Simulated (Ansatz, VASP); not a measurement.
# Ti in VASP and in Ansatz

```xyz
1
Lattice="0.0000 2.1327 2.1327 2.1327 0.0000 2.1327 2.1327 2.1327 0.0000" Properties=species:S:1:pos:R:3 pbc="T T T"
Ti    0.0000    0.0000    0.0000
```

Alike in both runs: task single point; functional RPBE; k mesh 15 × 15 × 15; occupations fermi-dirac, width 0.1 eV; no spin polarisation.

|  | VASP | Ansatz |
| --- | --- | --- |
| version | VASP 6.6.1 | Ansatz 0.2.0 |
| potentials or method | VASP PAW PBE potentials, release 64 (Ti_sv), cutoff 520 eV | plane waves (420 eV) with PAW, scalar-relativistic |
| valence electrons in the cell | 12 | 12 |

|  | VASP | Ansatz | Ansatz less VASP |
| --- | --- | --- | --- |
| pressure (GPa) | -6.9 | -6.8 | +0.16 |

VASP's potentials were made for PBE, not for RPBE.
